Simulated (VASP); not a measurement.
Set up this calculation in VASP 6.6.1, as the native input.

```
Task                    : density of states
Functional              : PBE
Potentials or basis     : VASP PAW PBE potentials, release 64 (In_d, As)
Cutoff                  : 400 eV
k mesh                  : 5 × 5 × 5
Occupations             : methfessel-paxton, width 0.01 eV
Spin                    : no spin polarisation
Dipole correction       : no
k mesh for the DOS      : 8 × 8 × 8
Occupations for the DOS : tetrahedron
Further INCAR settings  : ALGO = Normal; EDIFF = 1e-06; NBANDS = 16
```

The system is InAs.

```
In As
1.0
     0.00000    3.01800    3.01800
     3.01800    0.00000    3.01800
     3.01800    3.01800    0.00000
In As
1 1
Direct
  0.00000 0.00000 0.00000
  0.25000 0.25000 0.25000
```

The input as run:

POSCAR

```
InAs
1.0
    0.0000000000      3.0180000000      3.0180000000
    3.0180000000      0.0000000000      3.0180000000
    3.0180000000      3.0180000000      0.0000000000
In As
1 1
Direct
    0.0000000000      0.0000000000      0.0000000000
    0.2500000000      0.2500000000      0.2500000000
```

INCAR.step1

```
ALGO = Normal
EDIFF = 1E-6
ENCUT = 400
GGA = PE
GGA_COMPAT = False
ISIF = 2
ISMEAR = 1
LASPH = True
LCHARG = True
LORBIT = 11
LREAL = False
LWAVE = False
NBANDS = 16
NEDOS = 2001
NELM = 120
PREC = Accurate
SIGMA = 0.01
```

KPOINTS.step1

```
k-points
0
Gamma
  5 5 5
```

INCAR.step2

```
ALGO = Normal
EDIFF = 1E-6
ENCUT = 400
GGA = PE
GGA_COMPAT = False
ICHARG = 11
ISIF = 2
ISMEAR = -5
LASPH = True
LCHARG = False
LORBIT = 11
LREAL = False
LWAVE = False
NBANDS = 16
NEDOS = 1001
NELM = 120
PREC = Accurate
SIGMA = 0.01
```

KPOINTS.step2

```
k-points
0
Gamma
  8 8 8
```

Potentials or basis: VASP PAW PBE potentials, release 64 (In_d, As).

Launch:

```bash
$ cat potpaw_PBE.64/In_d/POTCAR potpaw_PBE.64/As/POTCAR > POTCAR
$ cp INCAR.step1 INCAR
$ cp KPOINTS.step1 KPOINTS
$ mpirun -np 1 vasp_std > vasp.out
$ cp INCAR.step2 INCAR
$ cp KPOINTS.step2 KPOINTS
$ mpirun -np 1 vasp_std > vasp.out
```

It gave:

```yaml
Valence_electrons_inside_the_program's_atomic_spheres: In 11.48; As 2.81
```

Caveat: the k points lie up to 0.36 Å⁻¹ apart; spin-orbit coupling is left out, which moves the levels of the heavy elements.

It took 26 s on 1 thread of Intel Xeon 8259CL, on a shared host, peak memory 0.15 GiB.
